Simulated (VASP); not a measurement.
Runs of VASP 6.6.1 on Cd. The structure is that of space group Pm-3m (No. 221), or close to it. The cells are those of the table. 

| cell | gap on the mesh (eV) | pressure (GPa) |
| --- | --- | --- |
| a = 3.091 Å, 1 atom | none | (a) |
| a = 3.254 Å, 1 atom | none | -1.0 |
| a = 3.133 Å, 1 atom | none | 0.1 |
| a = 3.215 Å, 1 atom | none | (b) |
| a = 3.003 Å, 1 atom | none | 3.3 |

Alike in all rows: task single point; level BLYP; potentials or basis VASP PAW PBE potentials, release 64 (Cd); no spin polarisation; k mesh 11 × 11 × 11; cutoff (eV) 520; smearing fermi-dirac 0.1 eV.

Task: Estimate the missing entries.

Result: (a) 0.9; (b) -0.8.

Caveats: the PAW data sets were made with another functional, which shifts forces and pressure a little.

A k mesh can miss the band edges, and the runs leave out spin-orbit coupling on Cd.

A gap of «none» marks levels without a gap at the run's occupations.
